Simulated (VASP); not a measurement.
# WS2 in VASP: notebook

WS2 is run at these levels: PBEsol; tasks: single point.

Everything below comes from runs of VASP 6.6.1. Logs are shortened: lines on timing, memory, paths and dates and some standing lists are left out, and cuts for length are marked.

## Step 1: The cell of the first run

The cell holds a slab with vacuum, 12 atoms: a = 3.146 Å, b = 3.146 Å, c = 36.671 Å, α = 90.00°, β = 90.00°, γ = 120.00°.

## Step 2: Single point, PBEsol (26.19 Å³/atom)

Input file INCAR:

```
ALGO = Normal
EDIFF = 1E-6
ENCUT = 520
GGA = PS
ISIF = 2
ISMEAR = 0
LASPH = T
LCHARG = F
LREAL = F
LWAVE = F
NBANDS = 64
NELM = 100
PREC = Accurate
SIGMA = 0.02
```

Input file KPOINTS:

```
k-points
0
Gamma
  12 12 1
```

Input file POSCAR:

```
WS2
1.0
    3.1460519006      0.0000000000      0.0000000000
   -1.5730259503      2.7245608675      0.0000000000
    0.0000000000      0.0000000000     36.6712072423
W S
4 8
Direct
    0.6666666667      0.3333333333      0.4133649056
    0.6666666667      0.3333333333      0.7595861696
    0.3333333333      0.6666666667      0.2404138304
    0.3333333333      0.6666666667      0.5866350944
    0.6666666667      0.3333333333      0.1976958397
    0.6666666667      0.3333333333      0.5438894415
    0.3333333333      0.6666666667      0.3706190949
    0.3333333333      0.6666666667      0.7168358493
    0.6666666667      0.3333333333      0.2831641507
    0.6666666667      0.3333333333      0.6293809051
    0.3333333333      0.6666666667      0.4561105585
    0.3333333333      0.6666666667      0.8023041603
```

Potentials or basis: VASP PAW PBE potentials, release 64 (W_sv, S).

On the command line:

```bash
$ cat potpaw_PBE.64/W_sv/POTCAR potpaw_PBE.64/S/POTCAR > POTCAR
$ mpirun -np 1 vasp_std > vasp.out
```

OUTCAR:

```text
EDIFF = 1E-6
   ENCUT = 520
   GGA = PS
   ISIF = 2
   ISMEAR = 0
   LASPH = T
   LREAL = F
   NELM = 100
   PREC = Accurate

 ion  position               nearest neighbor table
   1  0.667  0.333  0.413-  11 2.40  11 2.40  11 2.40   7 2.40   7 2.40   7 2.40
   2  0.667  0.333  0.760-  12 2.40  12 2.40  12 2.40   8 2.40   8 2.40   8 2.40
   3  0.333  0.667  0.240-   5 2.40   5 2.40   5 2.40   9 2.40   9 2.40   9 2.40
   4  0.333  0.667  0.587-   6 2.40   6 2.40   6 2.40  10 2.40  10 2.40  10 2.40
   5  0.667  0.333  0.198-   3 2.40   3 2.40   3 2.40
   6  0.667  0.333  0.544-   4 2.40   4 2.40   4 2.40
   7  0.333  0.667  0.371-   1 2.40   1 2.40   1 2.40
   8  0.333  0.667  0.717-   2 2.40   2 2.40   2 2.40
   9  0.667  0.333  0.283-   3 2.40   3 2.40   3 2.40
  10  0.667  0.333  0.629-   4 2.40   4 2.40   4 2.40
  11  0.333  0.667  0.456-   1 2.40   1 2.40   1 2.40
  12  0.333  0.667  0.802-   2 2.40   2 2.40   2 2.40

  LATTYP: Found a hexagonal cell.
 ALAT       =     3.1460519006
 C/A-ratio  =    11.6562626431

  Lattice vectors:

 A1 = (   3.1460519006,   0.0000000000,   0.0000000000)
 A2 = (  -1.5730259503,   2.7245608675,   0.0000000000)
 A3 = (   0.0000000000,   0.0000000000,  36.6712072423)

Analysis of symmetry for initial positions (statically):
=====================================================================
 Subroutine PRICEL returns:
 Original cell was already a primitive cell.

 Routine SETGRP: Setting up the symmetry group for a
 hexagonal supercell.

 Subroutine GETGRP returns: Found 12 space group operations
 (whereof 12 operations were pure point group operations)
 out of a pool of 24 trial point group operations.

The static configuration has the point symmetry D_3d.

Analysis of symmetry for dynamics (positions and initial velocities):
=====================================================================
 Subroutine PRICEL returns:
 Original cell was already a primitive cell.

 Routine SETGRP: Setting up the symmetry group for a
 hexagonal supercell.

 Subroutine GETGRP returns: Found 12 space group operations
 (whereof 12 operations were pure point group operations)
 out of a pool of 24 trial point group operations.

The dynamic configuration has the point symmetry D_3d.

 Subroutine INISYM returns: Found 12 space group operations
 (whereof 12 operations are pure point group operations),
 and found     1 'primitive' translations

----------------------------------------------------------------------------------------

                                     Primitive cell

  volume of cell :     314.3313

  direct lattice vectors                    reciprocal lattice vectors
     3.146051901  0.000000000  0.000000000     0.317858710  0.183515812  0.000000000
    -1.573025950  2.724560868  0.000000000     0.000000000  0.367031624  0.000000000
     0.000000000  0.000000000 36.671207242     0.000000000  0.000000000  0.027269350

  length of vectors
     3.146051901  3.146051901 36.671207242     0.367031624  0.367031624  0.027269350

  position of ions in fractional coordinates (direct lattice)
     0.666666667  0.333333333  0.413364906
     0.666666667  0.333333333  0.759586170
     0.333333333  0.666666667  0.240413830
     0.333333333  0.666666667  0.586635094
     0.666666667  0.333333333  0.197695840
     0.666666667  0.333333333  0.543889441
     0.333333333  0.666666667  0.370619095
     0.333333333  0.666666667  0.716835849
     0.666666667  0.333333333  0.283164151
     0.666666667  0.333333333  0.629380905
     0.333333333  0.666666667  0.456110559
     0.333333333  0.666666667  0.802304160

  ion indices of the primitive-cell ions
   primitive index   ion index
                 1           1
                 2           2
                 3           3
                 4           4
                 5           5
                 6           6
                 7           7
                 8           8
                 9           9
                10          10
                11          11
                12          12

----------------------------------------------------------------------------------------

 KPOINTS: k-points

Automatic generation of k-mesh.
 Grid dimensions read from file:
 generate k-points for:   12   12    1

 Generating k-lattice:

  Cartesian coordinates                     Fractional coordinates (reciprocal lattice)
     0.026488226  0.015292984  0.000000000     0.083333333  0.000000000  0.000000000
     0.000000000  0.030585969  0.000000000     0.000000000  0.083333333  0.000000000
     0.000000000  0.000000000  0.027269350     0.000000000  0.000000000  1.000000000

  Length of vectors
     0.030585969  0.030585969  0.027269350

  Shift w.r.t. Gamma in fractional coordinates (k-lattice)
     0.000000000  0.000000000  0.000000000

 Subroutine IBZKPT returns following result:
 ===========================================

 Found     19 irreducible k-points:

 Following reciprocal coordinates:
            Coordinates               Weight
  0.000000  0.000000  0.000000      1.000000
  0.083333  0.000000  0.000000      6.000000
  0.166667  0.000000  0.000000      6.000000
  0.250000  0.000000  0.000000      6.000000
  0.333333  0.000000  0.000000      6.000000
  0.416667  0.000000  0.000000      6.000000
[... 11 lines left out ...]
  0.333333  0.250000  0.000000     12.000000
  0.333333  0.333333  0.000000      2.000000
   k-points           NKPTS =     19   k-points in BZ     NKDIM =     19   number of bands    NBANDS=     64
   number of dos      NEDOS =    301   number of ions     NIONS =     12
   total plane-waves  NPLWV = 161280
   dimension x,y,z NGX =    24 NGY =   24 NGZ =  280
   dimension x,y,z NGXF=    48 NGYF=   48 NGZF=  560
   ions per type =               4   8
   NGX,Y,Z   is equivalent  to a cutoff of  12.68, 12.68, 12.69 a.u.
   NGXF,Y,Z  is equivalent  to a cutoff of  25.36, 25.36, 25.39 a.u.
 SYSTEM =  unknown system
   PREC   = accura    normal or accurate (medium, high low for compatibility)
   ISTART =      0    job   : 0-new  1-cont  2-samecut
   ICHARG =      2    charge: 1-file 2-atom 10-const
   ISPIN  =      1    spin polarized calculation?
   LNONCOLLINEAR =      F non collinear calculations
   LSORBIT =      F    spin-orbit coupling
   LASPH  =      T    aspherical Exc in radial PAW
   ENCUT  =  520.0 eV  38.22 Ry    6.18 a.u.   5.85  5.85 68.18*2*pi/ulx,y,z
   NELM   =    100;   NELMIN=  2; NELMDL= -5     # of ELM steps
   EDIFF  = 0.1E-05   stopping-criterion for ELM
   LREAL  =      F    real-space projection
   EDIFFG = 0.1E-04   stopping-criterion for IOM
   NSW    =      0    number of steps for IOM
   IBRION =     -1    ionic relax: 0-MD 1-quasi-New 2-CG
   NFREE  =      0    steps in history (QN), initial steepest desc. (CG)
   ISIF   =      2    stress and relaxation
   ISYM   =      2    0-nonsym 1-usesym 2-fastsym
   POTIM  = 0.5000    time-step for ionic-motion
   TEBEG  =    0.0;   TEEND  =   0.0 temperature during run
   PSTRESS=    0.0 pullay stress
   NELECT =     104.0000    total number of electrons
   NUPDOWN=      -1.0000    fix difference up-down
   EMIN   =  10.00;   EMAX   =-10.00  energy-range for DOS
   EFERMI =   0.00;   METHOD = LEGACY
   ISMEAR =     0;   SIGMA  =   0.02  broadening in eV -4-tet -1-fermi 0-gaus
   EFERMI_NEDOS =   21; number of points for ismear=-14 and -15
   IALGO  =     38    algorithm
   IMIX   =      4    mixing-type and parameters
     AMIX     =   0.40;   BMIX     =  1.00
     AMIX_MAG =   1.60;   BMIX_MAG =  1.00
  volume/ion in A,a.u.               =      26.19       176.77
  Fermi-wavevector in a.u.,A,eV,Ry     =   1.132288  2.139713 17.443691  1.282075
  Thomas-Fermi vector in A             =   2.268988
   LORBIT       =      0    0 simple, 1 ext, 2 COOP (PROOUT), +10 PAW based schemes
   GGA     = PS    functional components
   LHFCALC =     F    Hartree Fock is set to
   AEXX    =    0.0000 exact exchange contribution
   IVDW    =     0    specifies the selected vdW correction
   LEPSILON=     F    determine dielectric tensor
   LRPA    =     F    only Hartree local field effects (RPA)
 non-spin polarized calculation
 Gauss-broadening in eV      SIGMA  =   0.02
  energy-cutoff  :      520.00
  volume of cell :      314.33
 maximum number of plane-waves:      8514
 NGX is ok and might be reduce to    24
   NGX = 11   NGY = 11   NGZ =137

 number of electron     103.9999977 magnetization

 Free energy of the ion-electron system (eV)
  ---------------------------------------------------
  ext. energy  EPLUGINS =         0.00000000
  ---------------------------------------------------
  free energy    TOTEN  =      -101.07657510 eV

  energy without entropy =     -101.07657510  energy(sigma->0) =     -101.07657510

 E-fermi :   3.3476     XC(G=0):  -7.8131

 val. band max:        3.1603029514   @ k =   0.0000   0.0000   0.0000
 cond. band min:       4.4164283403   @ k =   0.1667   0.1667   0.0000
 fundamental gap:      1.2561253889
 Fermi energy:         3.3476138849

 k-point     1 :       0.0000    0.0000    0.0000
  band No.  band energies     occupation
      1     -71.1921      2.00000
      2     -71.1921      2.00000
      3     -71.1905      2.00000
      4     -71.1904      2.00000
      5     -35.4703      2.00000
      6     -35.4703      2.00000
[... 56 lines left out ...]
     63       5.8631      0.00000
     64       5.8811      0.00000

 k-point     2 :       0.0833    0.0000    0.0000
  band No.  band energies     occupation
      1     -71.1908      2.00000
      2     -71.1908      2.00000
      3     -71.1891      2.00000
      4     -71.1891      2.00000
      5     -35.4655      2.00000
      6     -35.4655      2.00000
[... 56 lines left out ...]
     63       5.7817      0.00000
     64       5.8450      0.00000

 k-point     3 :       0.1667    0.0000    0.0000
  band No.  band energies     occupation
      1     -71.1871      2.00000
      2     -71.1871      2.00000
      3     -71.1854      2.00000
      4     -71.1854      2.00000
      5     -35.4526      2.00000
      6     -35.4526      2.00000
[... 1061 lines left out ...]
     63       6.6614      0.00000
     64       6.6935      0.00000

 k-point    19 :       0.3333    0.3333    0.0000
  band No.  band energies     occupation
      1     -71.1696      2.00000
      2     -71.1696      2.00000
      3     -71.1680      2.00000
      4     -71.1680      2.00000
      5     -35.5595      2.00000
      6     -35.5595      2.00000
[... 56 lines left out ...]
     63       6.8456      0.00000
     64       6.8456      0.00000

------------------------ aborting loop because EDIFF is reached ----------------------------------------

  FORCE on cell =-STRESS in cart. coord.  units (eV):
  Direction    XX          YY          ZZ          XY          YZ          ZX
  --------------------------------------------------------------------------------------
  -------------------------------------------------------------------------------------
  Total        0.1527827      0.1527827      0.1965811      0.0000000      0.0000000     -0.0000000
  in kB        0.7787486      0.7787486      1.0019933      0.0000000      0.0000000     -0.0000000
  external PRESSURE =       0.8531635 kB  Pullay stress =       0.0000000 kB

 VOLUME and BASIS-vectors are now :
 -----------------------------------------------------------------------------
  energy-cutoff  :      520.00
  volume of cell :      314.33
      direct lattice vectors                 reciprocal lattice vectors
     3.146051901  0.000000000  0.000000000     0.317858710  0.183515812  0.000000000
    -1.573025950  2.724560868  0.000000000     0.000000000  0.367031624  0.000000000
     0.000000000  0.000000000 36.671207242     0.000000000  0.000000000  0.027269350

 POSITION                                       TOTAL-FORCE (eV/Angst)
 -----------------------------------------------------------------------------------
      1.57303      0.90819     15.15859         0.000000     -0.000000      0.000585
      1.57303      0.90819     27.85494        -0.000000      0.000000      0.000964
     -0.00000      1.81637      8.81627        -0.000000     -0.000000     -0.000964
     -0.00000      1.81637     21.51262        -0.000000      0.000000     -0.000585
      1.57303      0.90819      7.24975        -0.000000     -0.000000     -0.023048
      1.57303      0.90819     19.94508         0.000000     -0.000000     -0.023096
     -0.00000      1.81637     13.59105         0.000000      0.000000     -0.022192
     -0.00000      1.81637     26.28724         0.000000     -0.000000     -0.022021
      1.57303      0.90819     10.38397        -0.000000      0.000000      0.022021
      1.57303      0.90819     23.08016         0.000000     -0.000000      0.022192
     -0.00000      1.81637     16.72612        -0.000000      0.000000      0.023096
     -0.00000      1.81637     29.42146         0.000000      0.000000      0.023048
 -----------------------------------------------------------------------------------
    total drift:                                0.000000     -0.000000     -0.000000

  FREE ENERGIE OF THE ION-ELECTRON SYSTEM (eV)
  ---------------------------------------------------
  free  energy   TOTEN  =      -101.0765751043 eV

  energy  without entropy=     -101.0765751043  energy(sigma->0) =     -101.07657510
```

It took 6.3 min on 1 thread of Intel Xeon 6975P-C (Granite Rapids), shared host; peak memory 0.53 GiB.

Results:

- Free energy: -101.0766 eV
- Largest force: 0.023 eV/Å
- Band gap on the k mesh: 1.26 eV (least direct gap 1.88 eV)

Forces on the atoms (eV/Å):
```
W    0.000  0.000  0.001
W    0.000  0.000  0.001
W    0.000  0.000 -0.001
W    0.000  0.000 -0.001
S    0.000  0.000 -0.023
S    0.000  0.000 -0.023
S    0.000  0.000 -0.022
S    0.000  0.000 -0.022
S    0.000  0.000  0.022
S    0.000  0.000  0.022
S    0.000  0.000  0.023
S    0.000  0.000  0.023
```

Levels at points of the mesh, in eV from the valence-band top:
| k point | band 48 | band 49 | band 50 | band 51 | band 52 | band 53 | band 54 | band 55 | band 56 | band 57 |
| --- | --- | --- | --- | --- | --- | --- | --- | --- | --- | --- |
| (0.00, 0.00, 0.00) | -1.87 | -0.91 | -0.54 | -0.20 | 0.00 | 2.53 | 2.53 | 2.53 | 2.53 | 2.54 |
| (0.50, 0.00, 0.00) | -1.59 | -1.48 | -1.44 | -1.41 | -1.38 | 2.55 | 2.55 | 2.56 | 2.57 | 2.86 |

Caveat: the PAW data sets were made with another functional, which shifts forces and pressure a little; spin-orbit coupling is left out, which moves the levels of the heavy elements.

## Step 3: Single point, PBEsol (27.18 Å³/atom)

This run uses another cell than the first one.

Input file INCAR:

```
ALGO     = Normal         # electronic algorithm
EDIFF    = 1E-7           # SCF threshold, eV
ENCUT    = 520            # plane-wave cutoff, eV
GGA      = PS             # functional
ISIF     = 2              # what is computed and relaxed
ISMEAR   = 0              # smearing method
LASPH    = True           # aspherical terms in the spheres
LCHARG   = False          # write CHGCAR
LREAL    = False          # projectors in reciprocal space
LWAVE    = False          # write WAVECAR
NBANDS   = 64             # bands
NELM     = 100            # most SCF steps
PREC     = Accurate       # precision mode
SIGMA    = 0.02           # smearing width, eV
```

KPOINTS is that of step 2.

Input file POSCAR:

```
WS2
1.0
    3.1461152628      0.0000000000      0.0000000000
   -1.5730576314      2.7246157408      0.0000000000
    0.0000000000      0.0000000000     38.0534935553
W S
4 8
Direct
    0.6666666667      0.3333333333      0.4166130232
    0.6666666667      0.3333333333      0.7500891324
    0.3333333333      0.6666666667      0.2499108676
    0.3333333333      0.6666666667      0.5833869768
    0.6666666667      0.3333333333      0.2087438053
    0.6666666667      0.3333333333      0.5421926123
    0.3333333333      0.6666666667      0.3754187067
    0.3333333333      0.6666666667      0.7088908367
    0.6666666667      0.3333333333      0.2911091633
    0.6666666667      0.3333333333      0.6245812933
    0.3333333333      0.6666666667      0.4578073877
    0.3333333333      0.6666666667      0.7912561947
```

Potentials or basis: VASP PAW PBE potentials, release 64 (W_sv, S).

On the command line:

```bash
$ cat potpaw_PBE.64/W_sv/POTCAR potpaw_PBE.64/S/POTCAR > POTCAR
$ mpirun -np 1 vasp_std > vasp.out
```

Run time: 7.5 min. Hardware: 1 thread of Intel Xeon 6975P-C (Granite Rapids), shared host; peak memory 0.56 GiB.

The run converged. Its results:

```yaml
Free_energy: -101.0760 eV
Largest_force: 0.022 eV/Å
Band_gap_on_the_k_mesh: 1.25 eV (least direct gap 1.88 eV)
```

Forces on the atoms (eV/Å):
```
W    0.000  0.000  0.000
W    0.000  0.000  0.001
W    0.000  0.000 -0.001
W    0.000  0.000  0.000
S    0.000  0.000 -0.022
S    0.000  0.000 -0.021
S    0.000  0.000 -0.021
S    0.000  0.000 -0.021
S    0.000  0.000  0.021
S    0.000  0.000  0.021
S    0.000  0.000  0.021
S    0.000  0.000  0.022
```

Levels at points of the mesh, in eV from the valence-band top:
| k point | band 48 | band 49 | band 50 | band 51 | band 52 | band 53 | band 54 | band 55 | band 56 | band 57 |
| --- | --- | --- | --- | --- | --- | --- | --- | --- | --- | --- |
| (0.00, 0.00, 0.00) | -1.86 | -0.91 | -0.54 | -0.21 | 0.00 | 2.53 | 2.53 | 2.53 | 2.53 | 2.54 |
| (0.50, 0.00, 0.00) | -1.59 | -1.49 | -1.44 | -1.41 | -1.39 | 2.54 | 2.55 | 2.56 | 2.57 | 2.85 |

Caveat: the PAW data sets were made with another functional, which shifts forces and pressure a little; spin-orbit coupling is left out, which moves the levels of the heavy elements.
